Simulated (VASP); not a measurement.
Write the native input for VASP 6.6.1 that does the following.

```yaml
Task: relaxation of cell and atoms
Functional: LDA
Potentials_or_basis: VASP PAW LDA potentials, release 64 (Sn_d, O)
Cutoff: 600 eV
k_mesh: 4 × 4 × 4
Occupations: fermi-dirac, width 0.05 eV
Spin: no spin polarisation
Target_pressure: 2 GPa
Dipole_correction: no
Further_INCAR_settings: ALGO = Normal; EDIFF = 1e-07; IBRION = 2; EDIFFG = -0.01; NSW = 60; ISIF = 3
```

The structure of SnO2 lies in POSCAR:

```
SnO2
1.0
    5.1752560000      0.0000000000      0.0000000000
    0.0000000000      5.1752560000      0.0000000000
    0.0000000000      0.0000000000      5.1752560000
Sn O
4 8
Direct
    0.0000000000      0.0000000000      0.0000000000
    0.5000000000      0.0000000000      0.5000000000
    0.5000000000      0.5000000000      0.0000000000
    0.0000000000      0.5000000000      0.5000000000
    0.6610980000      0.8389020000      0.1610980000
    0.8389020000      0.1610980000      0.6610980000
    0.1610980000      0.6610980000      0.8389020000
    0.3389020000      0.3389020000      0.3389020000
    0.6610980000      0.6610980000      0.6610980000
    0.8389020000      0.3389020000      0.1610980000
    0.1610980000      0.8389020000      0.3389020000
    0.3389020000      0.1610980000      0.8389020000
```

These files were run (other wordings do the same):

INCAR

```
PREC = Accurate ; ENCUT = 600
EDIFF = 1E-7 ; ISMEAR = -1
SIGMA = 0.05 ; LREAL = F
LASPH = T ; NELM = 60
ALGO = Normal ; ISIF = 3
LWAVE = F ; LCHARG = F
IBRION = 2 ; NSW = 60
EDIFFG = -0.01 ; PSTRESS = 20.0
```

KPOINTS

```
Automatic mesh
0
Gamma
  4 4 4
```

Potentials or basis: VASP PAW LDA potentials, release 64 (Sn_d, O).

Launch:

```console
$ cat potpaw_LDA.64/Sn_d/POTCAR potpaw_LDA.64/O/POTCAR > POTCAR
$ mpirun -np 1 vasp_std > vasp.out
```

Results of the run:

| Property | Result |
| --- | --- |
| Relaxed volume | 10.79 Å³/atom |
| Relaxed cell | a = 5.059 Å, b = 5.059 Å, c = 5.059 Å, α = 90.00°, β = 90.00°, γ = 90.00° |
| Space group after relaxing (to 0.1 Å) | Pa-3 (No. 205) |
| Energy change on relaxing (the run minimises the enthalpy) | -25.7 meV/atom |
| Ionic steps | 8 |
| Pressure after relaxing | 2.0 GPa |
| Band gap on the k mesh | 1.21 eV (least direct gap 1.28 eV) |

Caveat: the cell is relaxed towards a set pressure, so the run minimises the enthalpy, not the energy; spin-orbit coupling is left out, which moves the levels of the heavy elements.

Run time: 13 min on 1 thread of Intel Xeon 8259CL, with other jobs on the host, peak memory 0.27 GiB.
